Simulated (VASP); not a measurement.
Here is a VASP 6.6.1 calculation.

Contents of INCAR:

```
ALGO = Normal
EDIFF = 1E-6
ENCUT = 520
GGA = PE
GGA_COMPAT = False
ISIF = 2
ISMEAR = 0
ISPIN = 2
ISYM = -1
LASPH = True
LCHARG = True
LELF = True
LORBIT = 11
LREAL = Auto
LVHAR = True
LWAVE = False
MAGMOM = 0 0.01 0 0.01 0 0 0 0.01 0 0 0 0 0 0 0.01 0 0 0.02 0 0.05 0 0.02 0 0.01 0.39 0 0.04 0 0.01 0 0.37 0 0.02 0 0.19
NBANDS = 98
NELM = 200
NUPDOWN = 2.0
PREC = Accurate
SIGMA = 0.01
```

Contents of KPOINTS:

```
explicit points
1
Reciprocal
  0.25000000   0.25000000   0.25000000 1
```

The input POSCAR:

```
B17SN17
1.0
    7.4650312800      0.0000000000      0.0000000000
   -3.7325156400      6.4649067300      0.0000000000
    0.0000000000      0.0000000000      6.4954828800
B N S
17 17 1
Direct
    0.1113488041      0.2205908292      0.2439454268
    0.2058751061      0.1065494132      0.7412913210
    0.1112052416      0.5536236151      0.2504722964
    0.2165636381      0.4415136457      0.7723533943
    0.1111089150      0.8871223747      0.2423811110
    0.2191065638      0.7775188338      0.7546237299
    0.4450142587      0.2213335338      0.2310253185
    0.5631535995      0.1068742090      0.7377617765
    0.4450233682      0.5539088275      0.2386126469
    0.4447198440      0.8871253159      0.2432446539
    0.5522042898      0.7731410778      0.7645638357
    0.7778922611      0.2205567132      0.2438535481
    0.8833145015      0.1047690798      0.7731138984
    0.7775741010      0.5539379847      0.2383792354
    0.8860922709      0.4407594349      0.7685595853
    0.7778502442      0.8870298281      0.2471227929
    0.8822839021      0.7724630636      0.7636495992
    0.1028873927      0.2184532507      0.7734452992
    0.2218197182      0.1096724545      0.2338823938
    0.1091913985      0.5556777281      0.7630131908
    0.2221005889      0.4429285004      0.2491370824
    0.1073181395      0.8876333963      0.7553078347
    0.2220116592      0.7763896183      0.2467868322
    0.5553825031      0.1096420856      0.2341232449
    0.4327652028      0.5576325266      0.7817562322
    0.5557817083      0.4438444160      0.2265585424
    0.4420795528      0.8878122800      0.7529572796
    0.5554510869      0.7766025032      0.2471280519
    0.7782015592      0.2180473661      0.7705941387
    0.8886811748      0.1098284506      0.2497036995
    0.7862173609      0.5563624606      0.7685719503
    0.8884432391      0.4430222677      0.2475852695
    0.7735446027      0.8844573676      0.7636232151
    0.8887685505      0.7766173642      0.2456333915
    0.4667755175      0.2723912828      0.6530051150
```

Potentials or basis: VASP PAW PBE potentials, release 64 (B, N, S).

The run is started by

```console
$ cat potpaw_PBE.64/B/POTCAR potpaw_PBE.64/N/POTCAR potpaw_PBE.64/S/POTCAR > POTCAR
$ mpirun -np 1 vasp_std > vasp.out
```

Task: Estimate the pressure.

Result: 11.7 GPa.

Task: Predict the largest force.

Result: 0.075 eV/Å.

Forces in eV/Å, atoms in the order of the input:
```
B    0.001  0.000 -0.001
B    0.064  0.035 -0.019
B    0.001  0.000 -0.001
B   -0.004 -0.017  0.007
B    0.000 -0.001 -0.003
B    0.007  0.001  0.001
B    0.002 -0.003 -0.010
B   -0.059  0.038 -0.013
B    0.001 -0.001 -0.002
B   -0.001  0.000 -0.002
B    0.009 -0.005  0.006
B   -0.001  0.000 -0.001
B    0.003  0.003  0.007
B    0.002 -0.002 -0.004
B   -0.002 -0.014  0.002
B    0.000  0.001  0.002
B   -0.007 -0.002  0.003
N    0.001  0.008  0.003
N    0.000  0.001 -0.001
N   -0.003 -0.001 -0.001
N   -0.001  0.002  0.000
N   -0.007  0.002  0.001
N    0.001  0.001  0.001
N   -0.001  0.000  0.005
N    0.012 -0.005  0.001
N   -0.001 -0.002 -0.008
N   -0.003  0.006 -0.001
N    0.000  0.000  0.002
N    0.001  0.006  0.004
N    0.000  0.001  0.000
N   -0.016 -0.005  0.002
N    0.001  0.002  0.001
N    0.001 -0.005  0.002
N    0.000  0.001 -0.001
S    0.001 -0.045  0.018
```

Caveat: the total moment is fixed, so each spin has its own Fermi level and the state may be an excited one.
